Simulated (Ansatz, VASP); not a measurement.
Two plane-wave programs on Ge

File POSCAR:

```
Ge
1.0
   -2.4958980000      2.6508630000      1.4369470000
    2.4958980000     -2.6508630000      1.4369470000
    2.4958980000      2.6508630000     -1.4369470000
Ge
2
Direct
    0.6859430000      0.9359430000      0.7500000000
    0.3140570000      0.0640570000      0.2500000000
```

File INCAR.step1:

```
ALGO = Normal ; EDIFF = 1E-4
ENCUT = 520 ; GGA = PE
ISMEAR = -1 ; LASPH = T
LCHARG = F ; LREAL = F
LWAVE = T ; NBANDS = 21
NELM = 100 ; PREC = Accurate
SIGMA = 0.03
```

Contents of INCAR.step2:

```
ALGO = Normal ; EDIFF = 1E-8
ENCUT = 520 ; ISIF = 2
ISMEAR = -1 ; ISTART = 1
LASPH = T ; LCHARG = F
LEFG = T ; LMIXTAU = T
LREAL = F ; LWAVE = F
METAGGA = R2SCAN ; NBANDS = 21
NELM = 100 ; PREC = Accurate
SIGMA = 0.03
```

KPOINTS

```
k-points
0
Gamma
  15 15 15
```

Input for Ansatz:

```yaml
crystal:
  lattice:
    - [-2.495898, 2.650863, 1.436947]
    - [2.495898, -2.650863, 1.436947]
    - [2.495898, 2.650863, -1.436947]
  atoms:
    - { symbol: Ge, position: [0.685943, 0.935943, 0.75] }
    - { symbol: Ge, position: [0.314057, 0.064057, 0.25] }
kpoints:
  mp_grid: { grid: [15, 15, 15] }
  band_path:
    path:
      - [0.0, 0.0, 0.0]
      - [0.5, -0.5, 0.5]
      - [0.4716251834, -0.4716251834, 0.5283748166]
      - [-0.4716251834, 0.4716251834, 0.4716251834]
      - [0.0, 0.0, 0.0]
      - [0.3234593264, 0.3234593264, -0.3234593264]
      - [0.6765406736, -0.3234593264, 0.3234593264]
      - [0.5, -0.5, 0.5]
      - [0.0, 0.0, 0.0]
    npoints: 5
scf:
  occupations: { method: fermi_dirac, width: 0.03 }
hamiltonian:
  xc: r2scan
  pseudopotentials: { kind: paw }
output:
  forces: true
  stress: true
  eigenvalues: true
  efg: { contact_densities: true }
  write_density: true
  write_potential: true
  elf: true
  volumetric_format: npy
```

Alike in both runs: task electric field gradients; functional r2SCAN; k mesh 15 × 15 × 15; occupations fermi-dirac, width 0.03 eV; no spin polarisation.

|  | VASP | Ansatz |
| --- | --- | --- |
| version | VASP 6.6.1 | Ansatz 0.2.0 |
| potentials or method | VASP PAW PBE potentials, release 64 (Ge_d) | PAW with Ansatz's default frozen-core files, scalar-relativistic |
| plane-wave cutoff (eV) | 520 | 500 |
| valence electrons in the cell | 28 | 28 |

|  | VASP | Ansatz | Ansatz less VASP |
| --- | --- | --- | --- |
| pressure (GPa) | -1.6 | -1.4 | +0.15 |
| traceless stress, the component that is largest in VASP (GPa) | -0.96 | -0.98 | -0.019 |
| rms of the force components (eV/Å) | 0.041 | 0.044 | +0.0027 |
| size of Vzz on the site where it differs most (V/Å²) | 38.5 | 40.9 | +2.41 |

VASP's potentials were made for PBE, not for r2SCAN. Atom by atom the forces differ by 0.003 eV/Å (rms over components). With one functional, cell and mesh, what is left measures potentials, basis and numerics.
